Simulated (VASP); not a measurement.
# Au (Fd-3m) in VASP: a series of runs

Au is run at these levels: r2SCAN; tasks: single point, relaxation of cell and atoms.

Program: VASP 6.6.1. These are calculated values, not measurements. Logs are shortened: lines on timing, memory, paths and dates and some standing lists are left out, and cuts for length are marked.

## 1. The cell of the first run

Symmetry: Fd-3m, No. 227, cubic system. Conventional cell: a = 5.494 Å, b = 5.494 Å, c = 5.494 Å, α = 90.00°, β = 90.00°, γ = 90.00°. Au (site symmetry -43m) has 4 Au at 2.38 Å within 3.1 Å.

This isn't the form of Au at room conditions, which is fcc.

## 2. Single point, r2SCAN

The input, POSCAR:

```
Au
1.0
    0.0000000000      2.7470280705      2.7470280705
    2.7470280705      0.0000000000      2.7470280705
    2.7470280705      2.7470280705      0.0000000000
Au
2
Direct
    0.5000000000      0.5000000000      0.5000000000
    0.7500000000      0.7500000000      0.7500000000
```

The input, INCAR.step1:

```
ALGO = Normal
EDIFF = 1E-4
ENCUT = 520
GGA = PE
ISMEAR = 0
LASPH = T
LCHARG = F
LREAL = F
LWAVE = T
NBANDS = 18
NELM = 100
PREC = Accurate
SIGMA = 0.1
```

The input, INCAR.step2:

```
ALGO = Normal
EDIFF = 1E-6
ENCUT = 520
ISIF = 2
ISMEAR = 0
ISTART = 1
LASPH = T
LCHARG = F
LMIXTAU = T
LREAL = F
LWAVE = F
METAGGA = R2SCAN
NBANDS = 18
NELM = 100
PREC = Accurate
SIGMA = 0.1
```

The input, KPOINTS:

```
k-points
0
Gamma
  6 6 6
```

Potentials or basis: VASP PAW PBE potentials, release 64 (Au).

Launch:

```
$ cat potpaw_PBE.64/Au/POTCAR > POTCAR
$ cp INCAR.step1 INCAR
$ mpirun -np 1 vasp_std > vasp.out
$ cp INCAR.step2 INCAR
$ mpirun -np 1 vasp_std > vasp.out
```

OUTCAR:

```text
EDIFF = 1E-6
   ENCUT = 520
   ISIF = 2
   ISMEAR = 0
   ISTART = 1
   LASPH = T
   LREAL = F
   METAGGA = R2SCAN
   NELM = 100
   PREC = Accurate

 ion  position               nearest neighbor table
   1  0.500  0.500  0.500-   2 2.38   2 2.38   2 2.38   2 2.38
   2  0.750  0.750  0.750-   1 2.38   1 2.38   1 2.38   1 2.38

  LATTYP: Found a face centered cubic cell.
 ALAT       =     5.4940561410

  Lattice vectors:

 A1 = (   0.0000000000,   2.7470280705,   2.7470280705)
 A2 = (   2.7470280705,   0.0000000000,   2.7470280705)
 A3 = (   2.7470280705,   2.7470280705,   0.0000000000)

Analysis of symmetry for initial positions (statically):
=====================================================================
 Subroutine PRICEL returns:
 Original cell was already a primitive cell.

 Routine SETGRP: Setting up the symmetry group for a
 face centered cubic supercell.

 Subroutine GETGRP returns: Found 48 space group operations
 (whereof 24 operations were pure point group operations)
 out of a pool of 48 trial point group operations.

The static configuration has the point symmetry T_d .
 The point group associated with its full space group is O_h .

Analysis of symmetry for dynamics (positions and initial velocities):
=====================================================================
 Subroutine PRICEL returns:
 Original cell was already a primitive cell.

 Routine SETGRP: Setting up the symmetry group for a
 face centered cubic supercell.

 Subroutine GETGRP returns: Found 48 space group operations
 (whereof 24 operations were pure point group operations)
 out of a pool of 48 trial point group operations.

The dynamic configuration has the point symmetry T_d .
 The point group associated with its full space group is O_h .

 Subroutine INISYM returns: Found 48 space group operations
 (whereof 24 operations are pure point group operations),
 and found     1 'primitive' translations

----------------------------------------------------------------------------------------

                                     Primitive cell

  volume of cell :      41.4590

  direct lattice vectors                    reciprocal lattice vectors
     0.000000000  2.747028070  2.747028070    -0.182014886  0.182014886  0.182014886
     2.747028070  0.000000000  2.747028070     0.182014886 -0.182014886  0.182014886
     2.747028070  2.747028070  0.000000000     0.182014886  0.182014886 -0.182014886

  length of vectors
     3.884884354  3.884884354  3.884884354     0.315259030  0.315259030  0.315259030

  position of ions in fractional coordinates (direct lattice)
     0.500000000  0.500000000  0.500000000
     0.750000000  0.750000000  0.750000000

  ion indices of the primitive-cell ions
   primitive index   ion index
                 1           1
                 2           2

----------------------------------------------------------------------------------------

 KPOINTS: k-points

Automatic generation of k-mesh.
 Grid dimensions read from file:
 generate k-points for:    6    6    6

 Generating k-lattice:

  Cartesian coordinates                     Fractional coordinates (reciprocal lattice)
    -0.030335814  0.030335814  0.030335814     0.166666667  0.000000000  0.000000000
     0.030335814 -0.030335814  0.030335814     0.000000000  0.166666667  0.000000000
     0.030335814  0.030335814 -0.030335814     0.000000000  0.000000000  0.166666667

  Length of vectors
     0.052543172  0.052543172  0.052543172

  Shift w.r.t. Gamma in fractional coordinates (k-lattice)
     0.000000000  0.000000000  0.000000000

 Subroutine IBZKPT returns following result:
 ===========================================

 Found     16 irreducible k-points:

 Following reciprocal coordinates:
            Coordinates               Weight
  0.000000  0.000000  0.000000      1.000000
  0.166667  0.000000  0.000000      8.000000
  0.333333  0.000000  0.000000      8.000000
  0.500000  0.000000  0.000000      4.000000
  0.166667  0.166667  0.000000      6.000000
  0.333333  0.166667  0.000000     24.000000
[... 8 lines left out ...]
 -0.333333  0.333333  0.166667     24.000000
 -0.333333  0.500000  0.166667     12.000000
   k-points           NKPTS =     16   k-points in BZ     NKDIM =     16   number of bands    NBANDS=     18
   number of dos      NEDOS =    301   number of ions     NIONS =      2
   total plane-waves  NPLWV =  27000
   dimension x,y,z NGX =    30 NGY =   30 NGZ =   30
   dimension x,y,z NGXF=    60 NGYF=   60 NGZF=   60
   ions per type =               2
   NGX,Y,Z   is equivalent  to a cutoff of  12.84, 12.84, 12.84 a.u.
   NGXF,Y,Z  is equivalent  to a cutoff of  25.68, 25.68, 25.68 a.u.
 SYSTEM =  unknown system
   PREC   = accura    normal or accurate (medium, high low for compatibility)
   ISTART =      1    job   : 0-new  1-cont  2-samecut
   ICHARG =      0    charge: 1-file 2-atom 10-const
   ISPIN  =      1    spin polarized calculation?
   LNONCOLLINEAR =      F non collinear calculations
   LSORBIT =      F    spin-orbit coupling
   LASPH  =      T    aspherical Exc in radial PAW
   ENCUT  =  520.0 eV  38.22 Ry    6.18 a.u.   7.22  7.22  7.22*2*pi/ulx,y,z
   NELM   =    100;   NELMIN=  2; NELMDL=  0     # of ELM steps
   EDIFF  = 0.1E-05   stopping-criterion for ELM
   LREAL  =      F    real-space projection
   EDIFFG = 0.1E-04   stopping-criterion for IOM
   NSW    =      0    number of steps for IOM
   IBRION =     -1    ionic relax: 0-MD 1-quasi-New 2-CG
   NFREE  =      0    steps in history (QN), initial steepest desc. (CG)
   ISIF   =      2    stress and relaxation
   ISYM   =      2    0-nonsym 1-usesym 2-fastsym
   POTIM  = 0.5000    time-step for ionic-motion
   TEBEG  =    0.0;   TEEND  =   0.0 temperature during run
   PSTRESS=    0.0 pullay stress
   NELECT =      22.0000    total number of electrons
   NUPDOWN=      -1.0000    fix difference up-down
   EMIN   =  10.00;   EMAX   =-10.00  energy-range for DOS
   EFERMI =   0.00;   METHOD = LEGACY
   ISMEAR =     0;   SIGMA  =   0.10  broadening in eV -4-tet -1-fermi 0-gaus
   EFERMI_NEDOS =   21; number of points for ismear=-14 and -15
   IALGO  =     38    algorithm
   IMIX   =      4    mixing-type and parameters
     AMIX     =   0.40;   BMIX     =  1.00
     AMIX_MAG =   1.60;   BMIX_MAG =  1.00
  volume/ion in A,a.u.               =      20.73       139.89
  Fermi-wavevector in a.u.,A,eV,Ry     =   1.325387  2.504618 23.900675  1.756650
  Thomas-Fermi vector in A             =   2.454851
   LORBIT       =      0    0 simple, 1 ext, 2 COOP (PROOUT), +10 PAW based schemes
   METAGGA = R2SCAN    functional components
   LHFCALC =     F    Hartree Fock is set to
   AEXX    =    0.0000 exact exchange contribution
   IVDW    =     0    specifies the selected vdW correction
   LEPSILON=     F    determine dielectric tensor
   LRPA    =     F    only Hartree local field effects (RPA)
 non-spin polarized calculation
 Gauss-broadening in eV      SIGMA  =   0.10
  energy-cutoff  :      520.00
  volume of cell :       41.46
 maximum number of plane-waves:      1139
 NGX is ok and might be reduce to    30
   NGX = 15   NGY = 15   NGZ = 15

 number of electron      21.9999998 magnetization

 Free energy of the ion-electron system (eV)
  ---------------------------------------------------
  ext. energy  EPLUGINS =         0.00000000
  ---------------------------------------------------
  free energy    TOTEN  =       -98.06076281 eV

  energy without entropy =      -98.05170772  energy(sigma->0) =      -98.05623527

 E-fermi :   6.4932     XC(G=0): -11.9636

 val. band max:        6.4830225245   @ k =  -0.3333   0.3333   0.1667
 cond. band min:       6.9610945321   @ k =   0.5000   0.1667   0.0000
 fundamental gap:      0.4780720076
 Fermi energy:         6.4932440809

 k-point     1 :       0.0000    0.0000    0.0000
  band No.  band energies     occupation
      1      -2.0502      2.00000
      2       0.1393      2.00000
      3       0.1393      2.00000
      4       0.3709      2.00000
      5       0.3709      2.00000
      6       0.3709      2.00000
[... 10 lines left out ...]
     17      20.0402      0.00000
     18      20.0402      0.00000

 k-point     2 :       0.1667    0.0000    0.0000
  band No.  band energies     occupation
      1      -1.5989      2.00000
      2      -0.0734      2.00000
      3      -0.0734      2.00000
      4       0.3346      2.00000
      5       0.7137      2.00000
      6       0.7137      2.00000
[... 10 lines left out ...]
     17      20.5064      0.00000
     18      20.7247      0.00000

 k-point     3 :       0.3333    0.0000    0.0000
  band No.  band energies     occupation
      1      -0.6320      2.00000
      2      -0.0456      2.00000
      3      -0.0456      2.00000
      4       0.2659      2.00000
      5       0.7817      2.00000
      6       0.7817      2.00000
[... 10 lines left out ...]
     17      20.6649      0.00000
     18      20.6649      0.00000

 k-point     4 :       0.5000    0.0000    0.0000
  band No.  band energies     occupation
      1      -0.1443      2.00000
      2       0.1528      2.00000
      3       0.1528      2.00000
      4       0.1606      2.00000
      5       0.5469      2.00000
      6       0.5470      2.00000
[... 10 lines left out ...]
     17      20.6267      0.00000
     18      20.6267      0.00000

 k-point     5 :       0.1667    0.1667    0.0000
  band No.  band energies     occupation
      1      -1.4311      2.00000
      2      -0.3797      2.00000
      3       0.3295      2.00000
      4       0.3295      2.00000
      5       0.4304      2.00000
      6       1.0573      2.00000
[... 10 lines left out ...]
     17      21.6128      0.00000
     18      21.6128      0.00000

 k-point     6 :       0.3333    0.1667    0.0000
  band No.  band energies     occupation
      1      -0.5787      2.00000
      2      -0.4675      2.00000
      3       0.2188      2.00000
      4       0.2357      2.00000
      5       0.7364      2.00000
      6       1.3353      2.00000
[... 10 lines left out ...]
     17      21.8076      0.00000
     18      22.4218      0.00000

 k-point     7 :       0.5000    0.1667    0.0000
  band No.  band energies     occupation
      1      -0.3761      2.00000
      2       0.0256      2.00000
      3       0.0810      2.00000
      4       0.2070      2.00000
      5       0.9497      2.00000
      6       1.0607      2.00000
[... 10 lines left out ...]
     17      22.2373      0.00000
     18      22.2966      0.00000

 k-point     8 :      -0.3333    0.1667    0.0000
  band No.  band energies     occupation
      1      -0.3049      2.00000
      2      -0.2218      2.00000
      3       0.0232      2.00000
      4       0.4391      2.00000
      5       0.5831      2.00000
      6       1.3084      2.00000
[... 10 lines left out ...]
     17      21.5440      0.00000
     18      22.3856      0.00000

 k-point     9 :      -0.1667    0.1667    0.0000
  band No.  band energies     occupation
      1      -0.9485      2.00000
      2      -0.3225      2.00000
      3       0.1648      2.00000
      4       0.1920      2.00000
      5       0.6313      2.00000
      6       1.2141      2.00000
[... 10 lines left out ...]
     17      20.3547      0.00000
     18      20.9777      0.00000

 k-point    10 :       0.3333    0.3333    0.0000
  band No.  band energies     occupation
      1      -0.6184      2.00000
      2       0.0473      2.00000
      3       0.2200      2.00000
      4       0.2200      2.00000
      5       1.0983      2.00000
      6       1.2545      2.00000
[... 10 lines left out ...]
     17      24.2538      0.00000
     18      24.2538      0.00000

 k-point    11 :       0.5000    0.3333    0.0000
  band No.  band energies     occupation
      1      -0.5536      2.00000
      2      -0.0644      2.00000
      3       0.1111      2.00000
      4       0.4054      2.00000
      5       1.4899      2.00000
      6       1.7161      2.00000
[... 10 lines left out ...]
     17      24.2181      0.00000
     18      25.3435      0.00000

 k-point    12 :      -0.3333    0.3333    0.0000
  band No.  band energies     occupation
      1      -0.5771      2.00000
      2      -0.1048      2.00000
      3       0.1489      2.00000
      4       0.4584      2.00000
      5       1.1158      2.00000
      6       1.9623      2.00000
[... 10 lines left out ...]
     17      22.7856      0.00000
     18      23.3527      0.00000

 k-point    13 :       0.5000    0.5000    0.0000
  band No.  band energies     occupation
      1      -0.2770      2.00000
      2      -0.2770      2.00000
      3       0.1563      2.00000
      4       0.1563      2.00000
      5       1.8371      2.00000
      6       1.8371      2.00000
[... 10 lines left out ...]
     17      27.5945      0.00000
     18      27.5945      0.00000

 k-point    14 :       0.5000    0.3333    0.1667
  band No.  band energies     occupation
      1      -0.4778      2.00000
      2      -0.2505      2.00000
      3       0.1858      2.00000
      4       0.3983      2.00000
      5       1.0047      2.00000
      6       1.7385      2.00000
[... 10 lines left out ...]
     17      21.2719      0.00000
     18      23.9711      0.00000

 k-point    15 :      -0.3333    0.3333    0.1667
  band No.  band energies     occupation
      1      -0.5008      2.00000
      2      -0.3519      2.00000
      3       0.3971      2.00000
      4       0.4411      2.00000
      5       1.2695      2.00000
      6       1.6061      2.00000
[... 10 lines left out ...]
     17      22.3801      0.00000
     18      22.6292      0.00000

 k-point    16 :      -0.3333    0.5000    0.1667
  band No.  band energies     occupation
      1      -0.4671      2.00000
      2      -0.4671      2.00000
      3       0.4342      2.00000
      4       0.4342      2.00000
      5       1.8618      2.00000
      6       1.8618      2.00000
[... 10 lines left out ...]
     17      23.4467      0.00000
     18      23.4467      0.00000

------------------------ aborting loop because EDIFF is reached ----------------------------------------

  FORCE on cell =-STRESS in cart. coord.  units (eV):
  Direction    XX          YY          ZZ          XY          YZ          ZX
  --------------------------------------------------------------------------------------
  -------------------------------------------------------------------------------------
  Total       11.8608714     11.8608714     11.8608714      0.0000000     -0.0000000     -0.0000000
  in kB      458.3612481    458.3612481    458.3612481      0.0000000     -0.0000000     -0.0000000
  external PRESSURE =     458.3612481 kB  Pullay stress =       0.0000000 kB

 VOLUME and BASIS-vectors are now :
 -----------------------------------------------------------------------------
  energy-cutoff  :      520.00
  volume of cell :       41.46
      direct lattice vectors                 reciprocal lattice vectors
     0.000000000  2.747028070  2.747028070    -0.182014886  0.182014886  0.182014886
     2.747028070  0.000000000  2.747028070     0.182014886 -0.182014886  0.182014886
     2.747028070  2.747028070  0.000000000     0.182014886  0.182014886 -0.182014886

 POSITION                                       TOTAL-FORCE (eV/Angst)
 -----------------------------------------------------------------------------------
      2.74703      2.74703      2.74703        -0.000000     -0.000000     -0.000000
      4.12054      4.12054      4.12054         0.000000      0.000000      0.000000
 -----------------------------------------------------------------------------------
    total drift:                                0.000000     -0.000000     -0.000000

  FREE ENERGIE OF THE ION-ELECTRON SYSTEM (eV)
  ---------------------------------------------------
  free  energy   TOTEN  =       -98.0607628119 eV

  energy  without entropy=      -98.0517077203  energy(sigma->0) =      -98.05623527
```

Run time: 33 s. Hardware: 1 thread of Intel Xeon Platinum 8488C (Sapphire Rapids), shared host; peak memory 0.17 GiB.

Results:

| Item | Value |
| --- | --- |
| Free energy | -98.0608 eV |
| Pressure | 45.8 GPa |
| Band gap on the k mesh | zero (bands 11 and 12 overlap by 0.70 eV) |

Caveat: the cell stands under pressure; the PAW data sets were made with another functional, which shifts forces and pressure a little; spin-orbit coupling is left out, which moves the levels of the heavy elements.

## 3. Single point, r2SCAN

This run uses another cell than the first one, of 28.15 Å³/atom.

The input, POSCAR:

```
Au
1.0
    0.0000000000      3.0419922175      3.0419922175
    3.0419922175      0.0000000000      3.0419922175
    3.0419922175      3.0419922175      0.0000000000
Au
2
Direct
    0.5000000000      0.5000000000      0.5000000000
    0.7500000000      0.7500000000      0.7500000000
```

The input, INCAR.step1:

```
PREC     = Accurate       # precision mode
ENCUT    = 520            # plane-wave cutoff, eV
ISMEAR   = 0              # smearing method
SIGMA    = 0.1            # smearing width, eV
LREAL    = F              # projectors in reciprocal space
LASPH    = T              # aspherical terms in the spheres
NELM     = 100            # most SCF steps
NBANDS   = 18             # bands
GGA      = PE             # functional
ALGO     = Normal         # electronic algorithm
EDIFF    = 1E-4           # SCF threshold, eV
LWAVE    = T              # write WAVECAR
LCHARG   = F              # write CHGCAR
```

The input, INCAR.step2:

```
PREC     = Accurate       # precision mode
ENCUT    = 520            # plane-wave cutoff, eV
EDIFF    = 1E-6           # SCF threshold, eV
ISMEAR   = 0              # smearing method
SIGMA    = 0.1            # smearing width, eV
LREAL    = F              # projectors in reciprocal space
LASPH    = T              # aspherical terms in the spheres
NELM     = 100            # most SCF steps
ALGO     = Normal         # electronic algorithm
ISIF     = 2              # what is computed and relaxed
LWAVE    = F              # write WAVECAR
LCHARG   = F              # write CHGCAR
METAGGA  = R2SCAN         # meta-GGA
LMIXTAU  = T            
NBANDS   = 18             # bands
ISTART   = 1
```

The input, KPOINTS:

```
Automatic mesh
0
Gamma
  6 6 6
```

Potentials or basis: VASP PAW PBE potentials, release 64 (Au).

Launch:

```
$ cat potpaw_PBE.64/Au/POTCAR > POTCAR
$ cp INCAR.step1 INCAR
$ mpirun -np 1 vasp_std > vasp.out
$ cp INCAR.step2 INCAR
$ mpirun -np 1 vasp_std > vasp.out
```

It took 28 s on 1 thread of Intel Xeon Platinum 8488C (Sapphire Rapids), shared host; peak memory 0.18 GiB.

The run converged. Its results:

| Item | Value |
| --- | --- |
| Free energy | -99.5888 eV |
| Pressure | 0.1 GPa |
| Band gap on the k mesh | zero (bands 11 and 12 overlap by 0.69 eV) |

Levels at points of the mesh, in eV from the Fermi level:
```csv
k point,band 9,band 10,band 11,band 12,band 13,band 14
"(0.00, 0.00, 0.00)",-2.70,-1.67,-1.67,8.83,9.87,9.88
"(0.50, 0.00, 0.00)",-1.79,-1.79,-1.10,-0.66,6.90,6.90
"(0.50, 0.50, 0.00)",-1.60,-1.60,0.03,0.03,3.71,3.71
```

Caveat: the PAW data sets were made with another functional, which shifts forces and pressure a little; spin-orbit coupling is left out, which moves the levels of the heavy elements.

(Part 1 of 2 ends here.)

The gap in the log of VASP goes by the Fermi energy; the results here count the filled bands.